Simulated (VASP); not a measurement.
# In (C2/m) in VASP: single point with PBE

Aim: the single point of In with PBE.

Everything below comes from runs of VASP 6.6.1. Logs are shortened: lines on timing, memory, paths and dates and some standing lists are left out, and cuts for length are marked.

## (1) The cell of the first run

Symmetry: C2/m, No. 12, monoclinic system. Conventional cell: a = 4.669 Å, b = 4.530 Å, c = 3.330 Å, α = 90.00°, β = 132.06°, γ = 90.00°. In (site symmetry 2/m) has 12 In at 3.25 to 3.47 Å within 4.3 Å.

## (2) Single point, PBE (equal xy, yz and zx shear strains of +3 %)

Input file INCAR:

```
SYSTEM = In
PREC = Accurate ; ENCUT = 500
EDIFF = 1E-6 ; ISMEAR = -1
SIGMA = 0.05 ; LREAL = .False.
LASPH = .True. ; NELM = 120
ALGO = Normal ; ISIF = 2
LWAVE = .False. ; LCHARG = .True.
GGA = PE ; LELF = .True.
LVHAR = .True. ; NBANDS = 12
GGA_COMPAT = .False.
```

Input file KPOINTS:

```
regular mesh
0
Gamma
  12 12 14
  0 0 0
```

Input file POSCAR:

```
In
1.0
   -1.5646485000      1.6388670000      2.4739500000
    1.6388670000     -1.5646485000      2.4739500000
    1.6134330000      1.6134330000     -2.4251655000
In
1
Direct
    0.0000000000      0.0000000000      0.0000000000
```

Potentials or basis: VASP PAW PBE potentials, release 64 (In_d).

Run with:

```
$ cat potpaw_PBE.64/In_d/POTCAR > POTCAR
$ mpirun -np 1 vasp_std > vasp.out
```

OUTCAR:

```text
SYSTEM = In
   PREC = Accurate
   ENCUT = 500
   EDIFF = 1E-6
   ISMEAR = -1
   LREAL = .False.
   LASPH = .True.
   NELM = 120
   ISIF = 2
   GGA = PE

 ion  position               nearest neighbor table
   1  0.000  0.000  0.000-

  Warning from LATTYP: Got some problem with cell dimensions!
  Tried to take original basis but could not verify dimensions!
  LATTYP: Found a base centered monoclinic cell.
 ALAT       =     4.6694579409
 B/A-ratio  =     0.9702314754
 C/A-ratio  =     0.7131082099
 COS(beta)  =    -0.6698742243

  Lattice vectors:

 A1 = (  -0.0487845000,  -3.2523000000,  -0.0487845000)
 A2 = (  -3.2523000000,  -0.0487845000,  -0.0487845000)
 A3 = (   1.6134330000,   1.6134330000,  -2.4251655000)

Analysis of symmetry for initial positions (statically):
=====================================================================
 Subroutine PRICEL returns:
 Original cell was already a primitive cell.

 Routine SETGRP: Setting up the symmetry group for a
 base centered monoclinic supercell.

 Subroutine GETGRP returns: Found  4 space group operations
 (whereof  4 operations were pure point group operations)
 out of a pool of  4 trial point group operations.

The static configuration has the point symmetry C_2h.

Analysis of symmetry for dynamics (positions and initial velocities):
=====================================================================
 Subroutine PRICEL returns:
 Original cell was already a primitive cell.

 Routine SETGRP: Setting up the symmetry group for a
 base centered monoclinic supercell.

 Subroutine GETGRP returns: Found  4 space group operations
 (whereof  4 operations were pure point group operations)
 out of a pool of  4 trial point group operations.

The dynamic configuration has the point symmetry C_2h.

 Subroutine INISYM returns: Found  4 space group operations
 (whereof  4 operations are pure point group operations),
 and found     1 'primitive' translations

----------------------------------------------------------------------------------------

                                     Primitive cell

  volume of cell :      26.1506

  direct lattice vectors                    reciprocal lattice vectors
    -1.564648500  1.638867000  2.473950000    -0.007534089  0.304622977  0.197649611
     1.638867000 -1.564648500  2.473950000     0.304622977 -0.007534089  0.197649611
     1.613433000  1.613433000 -2.425165500     0.303065113  0.303065113 -0.009091953

  length of vectors
     3.354763565  3.354763565  3.329828793     0.363204198  0.363204198  0.428695217

  position of ions in fractional coordinates (direct lattice)
     0.000000000  0.000000000  0.000000000

  ion indices of the primitive-cell ions
   primitive index   ion index
                 1           1

----------------------------------------------------------------------------------------

 KPOINTS: regular mesh

Automatic generation of k-mesh.
 Grid dimensions read from file:
 generate k-points for:   12   12   14

 Generating k-lattice:

  Cartesian coordinates                     Fractional coordinates (reciprocal lattice)
    -0.000627841  0.025385248  0.016470801     0.083333333 -0.000000000 -0.000000000
     0.025385248 -0.000627841  0.016470801    -0.000000000  0.083333333 -0.000000000
     0.021647508  0.021647508 -0.000649425     0.000000000  0.000000000  0.071428571

  Length of vectors
     0.030267016  0.030267016  0.030621087

  Shift w.r.t. Gamma in fractional coordinates (k-lattice)
     0.000000000  0.000000000  0.000000000

 Subroutine IBZKPT returns following result:
 ===========================================

 Found    554 irreducible k-points:

 Following reciprocal coordinates:
            Coordinates               Weight
  0.000000  0.000000  0.000000      1.000000
  0.083333  0.000000 -0.000000      4.000000
  0.166667  0.000000 -0.000000      4.000000
  0.250000  0.000000 -0.000000      4.000000
  0.333333  0.000000 -0.000000      4.000000
  0.416667  0.000000 -0.000000      4.000000
[... 16 lines left out ...]
  0.500000  0.166667 -0.000000      4.000000
 -0.416667  0.166667  0.000000      4.000000
 [... further k-points ...]
   k-points           NKPTS =    554   k-points in BZ     NKDIM =    554   number of bands    NBANDS=     12
   number of dos      NEDOS =    301   number of ions     NIONS =      1
   total plane-waves  NPLWV =  13824
   dimension x,y,z NGX =    24 NGY =   24 NGZ =   24
   dimension x,y,z NGXF=    48 NGYF=   48 NGZF=   48
   ions per type =               1
   NGX,Y,Z   is equivalent  to a cutoff of  11.89, 11.89, 11.98 a.u.
   NGXF,Y,Z  is equivalent  to a cutoff of  23.79, 23.79, 23.96 a.u.
 SYSTEM =  In
   PREC   = accura    normal or accurate (medium, high low for compatibility)
   ISTART =      0    job   : 0-new  1-cont  2-samecut
   ICHARG =      2    charge: 1-file 2-atom 10-const
   ISPIN  =      1    spin polarized calculation?
   LNONCOLLINEAR =      F non collinear calculations
   LSORBIT =      F    spin-orbit coupling
   LASPH  =      T    aspherical Exc in radial PAW
   ENCUT  =  500.0 eV  36.75 Ry    6.06 a.u.   6.12  6.12  6.07*2*pi/ulx,y,z
   NELM   =    120;   NELMIN=  2; NELMDL= -5     # of ELM steps
   EDIFF  = 0.1E-05   stopping-criterion for ELM
   LREAL  =      F    real-space projection
[... 7 lines left out ...]
   TEBEG  =    0.0;   TEEND  =   0.0 temperature during run
   PSTRESS=    0.0 pullay stress
   NELECT =      13.0000    total number of electrons
   NUPDOWN=      -1.0000    fix difference up-down
   EMIN   =  10.00;   EMAX   =-10.00  energy-range for DOS
   EFERMI =   0.00;   METHOD = LEGACY
   ISMEAR =    -1;   SIGMA  =   0.05  broadening in eV -4-tet -1-fermi 0-gaus
   EFERMI_NEDOS =   21; number of points for ismear=-14 and -15
   IALGO  =     38    algorithm
   IMIX   =      4    mixing-type and parameters
     AMIX     =   0.40;   BMIX     =  1.00
     AMIX_MAG =   1.60;   BMIX_MAG =  1.00
  volume/ion in A,a.u.               =      26.15       176.47
  Fermi-wavevector in a.u.,A,eV,Ry     =   1.296867  2.450723 22.883139  1.681863
  Thomas-Fermi vector in A             =   2.428296
   LORBIT       =      0    0 simple, 1 ext, 2 COOP (PROOUT), +10 PAW based schemes
   GGA     = PE    functional components
   LHFCALC =     F    Hartree Fock is set to
   AEXX    =    0.0000 exact exchange contribution
   IVDW    =     0    specifies the selected vdW correction
   LEPSILON=     F    determine dielectric tensor
   LRPA    =     F    only Hartree local field effects (RPA)
 non-spin polarized calculation
  energy-cutoff  :      500.00
  volume of cell :       26.15
 maximum number of plane-waves:       681
   NGX = 13   NGY = 13   NGZ = 13

 number of electron      12.9999999 magnetization

 Free energy of the ion-electron system (eV)
  ---------------------------------------------------
  ext. energy  EPLUGINS =         0.00000000
  ---------------------------------------------------
  free energy    TOTEN  =        -2.55166644 eV

  energy without entropy =       -2.54836928  energy(sigma->0) =       -2.55001786

 E-fermi :   7.5466     XC(G=0): -10.2540

 val. band max:        7.5288208099   @ k =  -0.0833  -0.3333   0.4286
 cond. band min:       7.5506732073   @ k =   0.5000   0.0833   0.2857
 fundamental gap:      0.0218523974
 Fermi energy:         7.5466283996

 k-point     1 :       0.0000    0.0000    0.0000
  band No.  band energies     occupation
      1      -7.1840      2.00000
      2      -7.0830      2.00000
      3      -7.0659      2.00000
      4      -6.9900      2.00000
      5      -6.8855      2.00000
      6      -2.0205      2.00000
      7      17.6479      0.00000
      8      17.8376      0.00000
      9      18.7398      0.00000
     10      19.3289      0.00000
     11      21.0202      0.00000
     12      21.5052      0.00000

 k-point     2 :       0.0833    0.0000   -0.0000
  band No.  band energies     occupation
      1      -7.1742      2.00000
      2      -7.0774      2.00000
      3      -7.0640      2.00000
      4      -6.9858      2.00000
      5      -6.8889      2.00000
      6      -1.8720      2.00000
      7      15.8997      0.00000
      8      17.6426      0.00000
      9      18.3636      0.00000
     10      19.1922      0.00000
     11      21.5582      0.00000
     12      22.1769      0.00000

 k-point     3 :       0.1667    0.0000   -0.0000
  band No.  band energies     occupation
      1      -7.1556      2.00000
      2      -7.0839      2.00000
      3      -7.0477      2.00000
      4      -6.9617      2.00000
      5      -6.8933      2.00000
      6      -1.4224      2.00000
      7      13.1035      0.00000
      8      17.3226      0.00000
      9      17.6588      0.00000
     10      19.0634      0.00000
     11      21.1181      0.00000
     12      22.4578      0.00000
[... 286 lines left out ...]
 k-point    23 :       0.5000    0.1667   -0.0000
  band No.  band energies     occupation
      1      -7.1812      2.00000
      2      -7.0686      2.00000
      3      -7.0260      2.00000
      4      -6.8952      2.00000
      5      -6.7600      2.00000
      6       3.0096      2.00000
      7       5.2600      2.00000
      8      13.4964      0.00000
      9      14.1423      0.00000
     10      16.7470      0.00000
     11      21.5653      0.00000
     12      22.7191      0.00000

 k-point    24 :      -0.4167    0.1667    0.0000
  band No.  band energies     occupation
      1      -7.1831      2.00000
      2      -7.0642      2.00000
      3      -7.0153      2.00000
      4      -6.9161      2.00000
      5      -6.7765      2.00000
      6       1.5777      2.00000
      7       7.2702      1.99208
      8      13.9498      0.00000
      9      14.5619      0.00000
     10      16.7356      0.00000
     11      20.5083      0.00000
     12      22.2124      0.00000

 [... further k-points ...]

------------------------ aborting loop because EDIFF is reached ----------------------------------------

  FORCE on cell =-STRESS in cart. coord.  units (eV):
  Direction    XX          YY          ZZ          XY          YZ          ZX
  --------------------------------------------------------------------------------------
  -------------------------------------------------------------------------------------
  Total        0.3362909      0.3362909      0.3486908     -0.0957480     -0.0088689     -0.0088689
  in kB       20.6036400     20.6036400     21.3633468     -5.8662212     -0.5433715     -0.5433713
  external PRESSURE =      20.8568756 kB  Pullay stress =       0.0000000 kB

 VOLUME and BASIS-vectors are now :
 -----------------------------------------------------------------------------
  energy-cutoff  :      500.00
  volume of cell :       26.15
      direct lattice vectors                 reciprocal lattice vectors
    -1.564648500  1.638867000  2.473950000    -0.007534089  0.304622977  0.197649611
     1.638867000 -1.564648500  2.473950000     0.304622977 -0.007534089  0.197649611
     1.613433000  1.613433000 -2.425165500     0.303065113  0.303065113 -0.009091953

 POSITION                                       TOTAL-FORCE (eV/Angst)
 -----------------------------------------------------------------------------------
      0.00000      0.00000      0.00000        -0.000000      0.000000      0.000000
 -----------------------------------------------------------------------------------
    total drift:                                0.000000      0.000000      0.000000

  FREE ENERGIE OF THE ION-ELECTRON SYSTEM (eV)
  ---------------------------------------------------
  free  energy   TOTEN  =        -2.5516664436 eV

  energy  without entropy=       -2.5483692755  energy(sigma->0) =       -2.55001786
```

Run time: 58 s. Hardware: 1 thread of Intel Xeon Platinum 8488C (Sapphire Rapids), shared host; peak memory 0.26 GiB.

What came out:

- Free energy: -2.5517 eV
- Pressure: 2.1 GPa
- Band gap on the k mesh: zero (an odd number of electrons rules out a gap without spin polarisation)

Levels at points of the mesh, in eV from the Fermi level:
```csv
k point,band 3,band 4,band 5,band 6,band 7,band 8,band 9,band 10
"(0.00, 0.00, 0.00)",-14.61,-14.54,-14.43,-9.57,10.10,10.29,11.19,11.78
"(0.50, 0.00, 0.00)",-14.61,-14.37,-14.31,-4.53,-3.46,7.92,9.36,11.19
"(0.50, 0.50, 0.00)",-14.34,-14.32,-14.25,-1.81,-1.42,2.95,4.10,6.39
"(0.00, 0.00, 0.50)",-14.36,-14.32,-14.24,-2.14,-1.91,3.70,4.20,7.26
"(0.50, 0.00, 0.50)",-14.59,-14.33,-14.31,-4.10,-3.32,7.13,8.78,11.01
"(0.50, 0.50, 0.50)",-14.34,-14.30,-14.29,-2.93,-2.69,4.65,4.80,8.18
```

Caveat: the cell differs from its parent crystal (equal xy, yz and zx shear strains of +3 %); spin-orbit coupling is left out, which moves the levels of the heavy elements.
